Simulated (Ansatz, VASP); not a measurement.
**LiF: VASP beside Ansatz**

The input INCAR:

```
SYSTEM = LiF
ALGO = Normal ; EDIFF = 1E-7
EDIFFG = -0.01 ; ENCUT = 750
GGA = PE ; GGA_COMPAT = .False.
IBRION = 2 ; ISIF = 3
ISMEAR = 0 ; LASPH = .True.
LCHARG = .False. ; LREAL = .False.
LWAVE = .False. ; NELM = 120
NELMIN = 4 ; NSW = 80
PREC = Accurate ; SIGMA = 0.01
```

File KPOINTS:

```
k-points
0
Gamma
  7 7 7
  0 0 0
```

Contents of POSCAR:

```
LiF
1.0
    0.0000000000      2.0140000000      2.0140000000
    2.0140000000      0.0000000000      2.0140000000
    2.0140000000      2.0140000000      0.0000000000
Li F
1 1
Direct
    0.0000000000      0.0000000000      0.0000000000
    0.5000000000      0.5000000000      0.5000000000
```

Input for Ansatz:

```yaml
crystal:
  lattice:
    - [0.0, 2.014, 2.014]
    - [2.014, 0.0, 2.014]
    - [2.014, 2.014, 0.0]
  atoms:
    - { symbol: Li, position: [0.0, 0.0, 0.0] }
    - { symbol: F, position: [0.5, 0.5, 0.5] }
kpoints:
  mp_grid:
    grid: [7, 7, 7]
hamiltonian:
  xc: pbe
  pseudopotentials:
    kind: paw
scf:
  occupations:
    method: fixed
relax:
  cell:
    stress_tol: 0.05
```

Alike in both runs: task relaxation of cell and atoms; functional PBE; k mesh 7 × 7 × 7; no spin polarisation.

|  | VASP | Ansatz |
| --- | --- | --- |
| version | VASP 6.6.1 | Ansatz 0.2.0 |
| potentials or method | VASP PAW PBE potentials, release 64 (Li_sv, F) | plane waves, PAW |
| plane-wave cutoff (eV) | 750 | 420 |
| occupations | gaussian, width 0.01 eV | fixed |
| valence electrons in the cell | 10 | 10 |

```csv
,VASP,Ansatz,Ansatz less VASP
relaxed volume (Å³/atom),8.32,8.41,+0.091
relaxed cell length with the largest relative difference (Å),2.865,2.876,+0.0104
```
